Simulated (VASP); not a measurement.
Set up this calculation in VASP 6.6.1, as the native input.

```yaml
Task: single point
Functional: HF
Potentials_or_basis: VASP PAW PBE potentials, release 64 (Al)
Cutoff: 520 eV
k_mesh: 5 × 5 × 5
Occupations: fermi-dirac, width 0.05 eV
Spin: no spin polarisation
Dipole_correction: no
Grid_for_exact_exchange_PRECFOCK: Normal
Further_INCAR_settings: ALGO = Normal; EDIFF = 1e-07; NBANDS = 8
```

Crystal: Al.

```xyz
1
Lattice="2.7933 0.0000 0.0000 0.0000 2.7933 0.0000 0.0000 0.0000 2.7933" Properties=species:S:1:pos:R:3 pbc="T T T"
Al    0.0000    0.0000    0.0000
```

One way to write it, as run:

POSCAR

```
Al
1.0
    2.7933018981      0.0000000000      0.0000000000
    0.0000000000      2.7933018981      0.0000000000
    0.0000000000      0.0000000000      2.7933018981
Al
1
Direct
    0.0000000000      0.0000000000      0.0000000000
```

INCAR.step1

```
PREC = Accurate
ENCUT = 520
EDIFF = 1E-5
ISMEAR = -1
SIGMA = 0.05
LREAL = F
LASPH = T
NELM = 80
ALGO = Normal
ISIF = 2
LWAVE = T
LCHARG = F
GGA = PE
NBANDS = 8
```

INCAR.step2

```
PREC = Accurate
ENCUT = 520
EDIFF = 1E-7
ISMEAR = -1
SIGMA = 0.05
LREAL = F
LASPH = T
NELM = 80
ALGO = Normal
ISIF = 2
LWAVE = F
LCHARG = F
GGA = PE
LHFCALC = T
AEXX = 1.0
ALDAC = 0.0
AGGAC = 0.0
PRECFOCK = Normal
ISTART = 1
NBANDS = 8
```

KPOINTS

```
regular mesh
0
Gamma
  5 5 5
```

Potentials or basis: VASP PAW PBE potentials, release 64 (Al).

Run with:

```sh
$ cat potpaw_PBE.64/Al/POTCAR > POTCAR
$ cp INCAR.step1 INCAR
$ mpirun -np 1 vasp_std > vasp.out
$ cp INCAR.step2 INCAR
$ mpirun -np 1 vasp_std > vasp.out
```

Results of the run:

```
Pressure : 6.1 GPa
```

Caveat: the k points lie up to 0.45 Å⁻¹ apart; the PAW data sets were made with another functional, which shifts forces and pressure a little.

Wall time 55 s on 1 thread of AMD EPYC 7R13 Processor (Zen 3), on a shared host, peak memory 0.1 GiB.
